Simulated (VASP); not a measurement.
# MgO2 (R-3m) in VASP: further runs

The runs below take MgO2 through single point, with r2SCAN.

All numbers are computed with VASP 6.6.1; they aren't measurements. Logs are shortened: lines on timing, memory, paths and dates and some standing lists are left out, and cuts for length are marked.

## Step 1: The cell of the first run

The structure is trigonal, space group R-3m (No. 166). The conventional cell has a = 2.998 Å, b = 2.998 Å, c = 10.137 Å, α = 90.00°, β = 90.00°, γ = 120.00°. Within 2.6 Å of Mg (site symmetry -3m) lie 6 O at 1.99 Å. O (site symmetry 3m) has 1 O at 1.43 Å within 1.9 Å.

## Step 2: Single point, r2SCAN (8.76 Å³/atom)

POSCAR reads:

```
MgO2
1.0
    1.4988135926      0.8653404312      3.3789834331
   -1.4988135926      0.8653404312      3.3789834331
    0.0000000000     -1.7306808623      3.3789834331
Mg O
1 2
Direct
    0.0000000000      0.0000000000      0.0000000000
    0.4293059012      0.4293059012      0.4293059012
    0.5706940988      0.5706940988      0.5706940988
```

INCAR.step1 reads:

```
SYSTEM = MgO2
PREC = Accurate ; ENCUT = 920
ISMEAR = 0 ; SIGMA = 0.02
LREAL = .False. ; LASPH = .True.
NELM = 120 ; NBANDS = 18
GGA = PE ; ALGO = Normal
EDIFF = 1E-5 ; LWAVE = .True.
LCHARG = .False. ; GGA_COMPAT = .False.
```

INCAR.step2 reads:

```
SYSTEM = MgO2
PREC = Accurate ; ENCUT = 920
EDIFF = 1E-6 ; ISMEAR = 0
SIGMA = 0.02 ; LREAL = .False.
LASPH = .True. ; NELM = 120
ALGO = Normal ; ISIF = 2
LWAVE = .False. ; LCHARG = .False.
METAGGA = R2SCAN ; LMIXTAU = .True.
NBANDS = 18 ; ISTART = 1
GGA_COMPAT = .False.
```

KPOINTS reads:

```
Automatic mesh
0
Gamma
  12 12 12
  0 0 0
```

Potentials or basis: VASP PAW PBE potentials, release 64 (Mg_sv, O).

On the command line:

```console
> cat potpaw_PBE.64/Mg_sv/POTCAR potpaw_PBE.64/O/POTCAR > POTCAR
> cp INCAR.step1 INCAR
> mpirun -np 1 vasp_std > vasp.out
> cp INCAR.step2 INCAR
> mpirun -np 1 vasp_std > vasp.out
```

OUTCAR:

```text
SYSTEM = MgO2
   PREC = Accurate
   ENCUT = 920
   EDIFF = 1E-6
   ISMEAR = 0
   LREAL = .False.
   LASPH = .True.
   NELM = 120
   ISIF = 2
   METAGGA = R2SCAN
   ISTART = 1

 ion  position               nearest neighbor table
   1  0.000  0.000  0.000-   3 1.99   3 1.99   2 1.99   2 1.99   3 1.99   2 1.99
   2  0.429  0.429  0.429-   3 1.43   1 1.99   1 1.99   1 1.99
   3  0.571  0.571  0.571-   2 1.43   1 1.99   1 1.99   1 1.99

  LATTYP: Found a trigonal (rhomboedric) cell.
 ALAT       =     3.7964174281
 COS(alpha) =     0.6882709150

  Lattice vectors:

 A1 = (   1.4988135926,   0.8653404312,   3.3789834331)
 A2 = (  -1.4988135926,   0.8653404312,   3.3789834331)
 A3 = (   0.0000000000,  -1.7306808623,   3.3789834331)

Analysis of symmetry for initial positions (statically):
=====================================================================
 Subroutine PRICEL returns:
 Original cell was already a primitive cell.

 Routine SETGRP: Setting up the symmetry group for a
 trigonal (rhombohedral) supercell.

 Subroutine GETGRP returns: Found 12 space group operations
 (whereof 12 operations were pure point group operations)
 out of a pool of 12 trial point group operations.

The static configuration has the point symmetry D_3d.

Analysis of symmetry for dynamics (positions and initial velocities):
=====================================================================
 Subroutine PRICEL returns:
 Original cell was already a primitive cell.

 Routine SETGRP: Setting up the symmetry group for a
 trigonal (rhombohedral) supercell.

 Subroutine GETGRP returns: Found 12 space group operations
 (whereof 12 operations were pure point group operations)
 out of a pool of 12 trial point group operations.

The dynamic configuration has the point symmetry D_3d.

 Subroutine INISYM returns: Found 12 space group operations
 (whereof 12 operations are pure point group operations),
 and found     1 'primitive' translations

----------------------------------------------------------------------------------------

                                     Primitive cell

  volume of cell :      26.2949

  direct lattice vectors                    reciprocal lattice vectors
     1.498813593  0.865340431  3.378983433     0.333597188  0.192602426  0.098648999
    -1.498813593  0.865340431  3.378983433    -0.333597188  0.192602426  0.098648999
     0.000000000 -1.730680862  3.378983433     0.000000000 -0.385204853  0.098648999

  length of vectors
     3.796417428  3.796417428  3.796417428     0.397636019  0.397636019  0.397636019

  position of ions in fractional coordinates (direct lattice)
     0.000000000  0.000000000  0.000000000
     0.429305901  0.429305901  0.429305901
     0.570694099  0.570694099  0.570694099

  ion indices of the primitive-cell ions
   primitive index   ion index
                 1           1
                 2           2
                 3           3

----------------------------------------------------------------------------------------

 KPOINTS: Automatic mesh

Automatic generation of k-mesh.
 Grid dimensions read from file:
 generate k-points for:   12   12   12

 Generating k-lattice:

  Cartesian coordinates                     Fractional coordinates (reciprocal lattice)
     0.027799766  0.016050202  0.008220750     0.083333333  0.000000000  0.000000000
    -0.027799766  0.016050202  0.008220750     0.000000000  0.083333333  0.000000000
     0.000000000 -0.032100404  0.008220750     0.000000000  0.000000000  0.083333333

  Length of vectors
     0.033136335  0.033136335  0.033136335

  Shift w.r.t. Gamma in fractional coordinates (k-lattice)
     0.000000000  0.000000000  0.000000000

 Subroutine IBZKPT returns following result:
 ===========================================

 Found    189 irreducible k-points:

 Following reciprocal coordinates:
            Coordinates               Weight
  0.000000  0.000000  0.000000      1.000000
  0.083333  0.000000  0.000000      6.000000
  0.166667  0.000000  0.000000      6.000000
  0.250000  0.000000  0.000000      6.000000
  0.333333  0.000000 -0.000000      6.000000
  0.416667  0.000000  0.000000      6.000000
[... 16 lines left out ...]
  0.500000  0.166667 -0.000000     12.000000
 -0.416667  0.166667  0.000000     12.000000
 [... further k-points ...]
   k-points           NKPTS =    189   k-points in BZ     NKDIM =    189   number of bands    NBANDS=     18
   number of dos      NEDOS =    301   number of ions     NIONS =      3
   total plane-waves  NPLWV =  64000
   dimension x,y,z NGX =    40 NGY =   40 NGZ =   40
   dimension x,y,z NGXF=    80 NGYF=   80 NGZF=   80
   ions per type =               1   2
   NGX,Y,Z   is equivalent  to a cutoff of  17.52, 17.52, 17.52 a.u.
   NGXF,Y,Z  is equivalent  to a cutoff of  35.03, 35.03, 35.03 a.u.
 SYSTEM =  MgO2
   PREC   = accura    normal or accurate (medium, high low for compatibility)
   ISTART =      1    job   : 0-new  1-cont  2-samecut
   ICHARG =      0    charge: 1-file 2-atom 10-const
   ISPIN  =      1    spin polarized calculation?
   LNONCOLLINEAR =      F non collinear calculations
   LSORBIT =      F    spin-orbit coupling
   LASPH  =      T    aspherical Exc in radial PAW
   ENCUT  =  920.0 eV  67.62 Ry    8.22 a.u.   9.39  9.39  9.39*2*pi/ulx,y,z
   NELM   =    120;   NELMIN=  2; NELMDL=  0     # of ELM steps
   EDIFF  = 0.1E-05   stopping-criterion for ELM
   LREAL  =      F    real-space projection
   EDIFFG = 0.1E-04   stopping-criterion for IOM
   NSW    =      0    number of steps for IOM
   IBRION =     -1    ionic relax: 0-MD 1-quasi-New 2-CG
   NFREE  =      0    steps in history (QN), initial steepest desc. (CG)
   ISIF   =      2    stress and relaxation
   ISYM   =      2    0-nonsym 1-usesym 2-fastsym
   POTIM  = 0.5000    time-step for ionic-motion
   TEBEG  =    0.0;   TEEND  =   0.0 temperature during run
   PSTRESS=    0.0 pullay stress
   NELECT =      22.0000    total number of electrons
   NUPDOWN=      -1.0000    fix difference up-down
   EMIN   =  10.00;   EMAX   =-10.00  energy-range for DOS
   EFERMI =   0.00;   METHOD = LEGACY
   ISMEAR =     0;   SIGMA  =   0.02  broadening in eV -4-tet -1-fermi 0-gaus
   EFERMI_NEDOS =   21; number of points for ismear=-14 and -15
   IALGO  =     38    algorithm
   IMIX   =      4    mixing-type and parameters
     AMIX     =   0.40;   BMIX     =  1.00
     AMIX_MAG =   1.60;   BMIX_MAG =  1.00
  volume/ion in A,a.u.               =       8.76        59.15
  Fermi-wavevector in a.u.,A,eV,Ry     =   1.542618  2.915125 32.377383  2.379671
  Thomas-Fermi vector in A             =   2.648397
   LORBIT       =      0    0 simple, 1 ext, 2 COOP (PROOUT), +10 PAW based schemes
   METAGGA = R2SCAN    functional components
   LHFCALC =     F    Hartree Fock is set to
   AEXX    =    0.0000 exact exchange contribution
   IVDW    =     0    specifies the selected vdW correction
   LEPSILON=     F    determine dielectric tensor
   LRPA    =     F    only Hartree local field effects (RPA)
 non-spin polarized calculation
 Gauss-broadening in eV      SIGMA  =   0.02
  energy-cutoff  :      920.00
  volume of cell :       26.29
 maximum number of plane-waves:      1691
 NGX is ok and might be reduce to    40
   NGX = 19   NGY = 19   NGZ = 19

 number of electron      22.0000005 magnetization

 Free energy of the ion-electron system (eV)
  ---------------------------------------------------
  ext. energy  EPLUGINS =         0.00000000
  ---------------------------------------------------
  free energy    TOTEN  =       -21.32908739 eV

  energy without entropy =      -21.32908739  energy(sigma->0) =      -21.32908739

 E-fermi :   3.6559     XC(G=0): -11.9677

 val. band max:        3.5250694349   @ k =   0.5000   0.5000   0.5000
 cond. band min:       7.0810881608   @ k =   0.5000   0.5000   0.5000
 fundamental gap:      3.5560187259
 Fermi energy:         3.6559481826

 k-point     1 :       0.0000    0.0000    0.0000
  band No.  band energies     occupation
      1     -72.1643      2.00000
      2     -37.2956      2.00000
      3     -37.2720      2.00000
      4     -37.2720      2.00000
      5     -20.1200      2.00000
      6     -12.1045      2.00000
[... 10 lines left out ...]
     17      20.4275      0.00000
     18      23.6492      0.00000

 k-point     2 :       0.0833    0.0000    0.0000
  band No.  band energies     occupation
      1     -72.1639      2.00000
      2     -37.2948      2.00000
      3     -37.2774      2.00000
      4     -37.2731      2.00000
      5     -20.0739      2.00000
      6     -12.1302      2.00000
[... 10 lines left out ...]
     17      20.6728      0.00000
     18      23.2500      0.00000

 k-point     3 :       0.1667    0.0000    0.0000
  band No.  band energies     occupation
      1     -72.1629      2.00000
      2     -37.2936      2.00000
      3     -37.2908      2.00000
      4     -37.2759      2.00000
      5     -19.9457      2.00000
      6     -12.2000      2.00000
[... 10 lines left out ...]
     17      21.3886      0.00000
     18      22.3959      0.00000

 k-point     4 :       0.2500    0.0000    0.0000
  band No.  band energies     occupation
      1     -72.1614      2.00000
      2     -37.3120      2.00000
      3     -37.2890      2.00000
      4     -37.2798      2.00000
      5     -19.7644      2.00000
      6     -12.2950      2.00000
[... 375 lines left out ...]
      4     -37.2851      2.00000
      5     -19.4625      2.00000
      6     -12.6247      2.00000
[... 10 lines left out ...]
     17      21.5143      0.00000
     18      23.7518      0.00000

 k-point    23 :       0.5000    0.1667   -0.0000
  band No.  band energies     occupation
      1     -72.1584      2.00000
      2     -37.3403      2.00000
      3     -37.2980      2.00000
      4     -37.2831      2.00000
      5     -19.3579      2.00000
      6     -12.6056      2.00000
[... 10 lines left out ...]
     17      20.9118      0.00000
     18      24.1253      0.00000

 k-point    24 :      -0.4167    0.1667    0.0000
  band No.  band energies     occupation
      1     -72.1581      2.00000
      2     -37.3438      2.00000
      3     -37.2999      2.00000
      4     -37.2821      2.00000
      5     -19.3366      2.00000
      6     -12.5311      2.00000
[... 10 lines left out ...]
     17      20.7693      0.00000
     18      24.1675      0.00000

 [... further k-points ...]

------------------------ aborting loop because EDIFF is reached ----------------------------------------

  FORCE on cell =-STRESS in cart. coord.  units (eV):
  Direction    XX          YY          ZZ          XY          YZ          ZX
  --------------------------------------------------------------------------------------
  -------------------------------------------------------------------------------------
  Total        3.7309959      3.7309959      4.1077575      0.0000000      0.0000000      0.0000000
  in kB      227.3334925    227.3334925    250.2899681      0.0000000      0.0000000      0.0000000
  external PRESSURE =     234.9856510 kB  Pullay stress =       0.0000000 kB

 VOLUME and BASIS-vectors are now :
 -----------------------------------------------------------------------------
  energy-cutoff  :      920.00
  volume of cell :       26.29
      direct lattice vectors                 reciprocal lattice vectors
     1.498813593  0.865340431  3.378983433     0.333597188  0.192602426  0.098648999
    -1.498813593  0.865340431  3.378983433    -0.333597188  0.192602426  0.098648999
     0.000000000 -1.730680862  3.378983433     0.000000000 -0.385204853  0.098648999

 POSITION                                       TOTAL-FORCE (eV/Angst)
 -----------------------------------------------------------------------------------
      0.00000      0.00000      0.00000        -0.000000     -0.000000     -0.000000
      0.00000      0.00000      4.35185         0.000000     -0.000000     -0.229171
      0.00000      0.00000      5.78510         0.000000      0.000000      0.229171
 -----------------------------------------------------------------------------------
    total drift:                               -0.000000     -0.000000      0.000000

  FREE ENERGIE OF THE ION-ELECTRON SYSTEM (eV)
  ---------------------------------------------------
  free  energy   TOTEN  =       -21.3290873944 eV

  energy  without entropy=      -21.3290873944  energy(sigma->0) =      -21.32908739
```

Run time: 7.5 min. Hardware: 1 thread of Intel Xeon 6975P-C (Granite Rapids), shared host; peak memory 0.38 GiB.

Results:

```yaml
Free_energy: -21.3291 eV
Pressure: 23.5 GPa
Largest_force: 0.229 eV/Å
Band_gap_on_the_k_mesh: 3.56 eV
```

Forces in eV/Å, atoms in the order of the input:
```
Mg   0.000  0.000  0.000
O    0.000  0.000 -0.229
O    0.000  0.000  0.229
```

Stress tensor (GPa, compression positive):
```
22.73  0.00  0.00
 0.00 22.73  0.00
 0.00  0.00 25.03
```

Caveat: the cell stands under pressure; the PAW data sets were made with another functional, which shifts forces and pressure a little.

## Step 3: Single point, r2SCAN

This run uses another cell than the first one, of 9.96 Å³/atom.

POSCAR reads:

```
MgO2
1.0
    1.5784800837      0.9113359012      3.4619470643
   -1.5784800837      0.9113359012      3.4619470643
    0.0000000000     -1.8226718024      3.4619470643
Mg O
1 2
Direct
    0.0000000000      0.0000000000      0.0000000000
    0.4291204725      0.4291204725      0.4291204725
    0.5708795275      0.5708795275      0.5708795275
```

INCAR.step1 reads:

```
SYSTEM = MgO2
PREC = Accurate ; ENCUT = 520
ISMEAR = 0 ; SIGMA = 0.05
LREAL = .FALSE. ; LASPH = .TRUE.
NELM = 60 ; NBANDS = 14
GGA = PE ; ALGO = Normal
EDIFF = 1E-4 ; LWAVE = .TRUE.
LCHARG = .FALSE.
```

INCAR.step2 reads:

```
SYSTEM = MgO2
PREC = Accurate ; ENCUT = 520
EDIFF = 1E-7 ; ISMEAR = 0
SIGMA = 0.05 ; LREAL = .FALSE.
LASPH = .TRUE. ; NELM = 60
ALGO = Normal ; ISIF = 2
LWAVE = .FALSE. ; LCHARG = .FALSE.
METAGGA = R2SCAN ; LMIXTAU = .TRUE.
NBANDS = 14 ; ISTART = 1
```

KPOINTS reads:

```
regular mesh
0
G
  12 12 12
  0 0 0
```

Potentials or basis: VASP PAW PBE potentials, release 64 (Mg, O).

On the command line:

```console
> cat potpaw_PBE.64/Mg/POTCAR potpaw_PBE.64/O/POTCAR > POTCAR
> cp INCAR.step1 INCAR
> mpirun -np 1 vasp_std > vasp.out
> cp INCAR.step2 INCAR
> mpirun -np 1 vasp_std > vasp.out
```

It took 4.6 min on 1 thread of AMD EPYC 9R14 (Zen 4), shared host; peak memory 0.19 GiB.

It converged, with:

* Free energy: -21.5733 eV
* Pressure: -0.3 GPa
* Largest force: 0.293 eV/Å
* Band gap on the k mesh: 3.13 eV

Forces in eV/Å, atoms in the order of the input:
```
Mg   0.000  0.000  0.000
O    0.000  0.000 -0.293
O    0.000  0.000  0.293
```

Stress tensor (GPa, compression positive):
```
-1.11  0.00  0.00
 0.00 -1.11  0.00
 0.00  0.00  1.35
```

Levels at points of the mesh, in eV from the valence-band top:
```csv
k point,band 3,band 4,band 5,band 6,band 7,band 8,band 9,band 10,band 11,band 12
"(0.00, 0.00, 0.00)",-7.87,-3.58,-3.58,-0.86,-0.86,5.50,5.82,13.44,15.42,16.04
"(0.50, 0.00, 0.00)",-6.82,-6.39,-3.95,-1.32,-1.21,5.08,9.61,11.60,13.90,15.58
"(0.50, 0.50, 0.00)",-6.15,-5.73,-4.63,-2.22,-0.17,4.39,8.75,12.24,13.91,14.23
"(0.50, 0.50, 0.50)",-5.00,-4.13,-4.13,0.00,0.00,3.13,5.78,10.83,15.55,15.55
```

Caveat: the PAW data sets were made with another functional, which shifts forces and pressure a little.
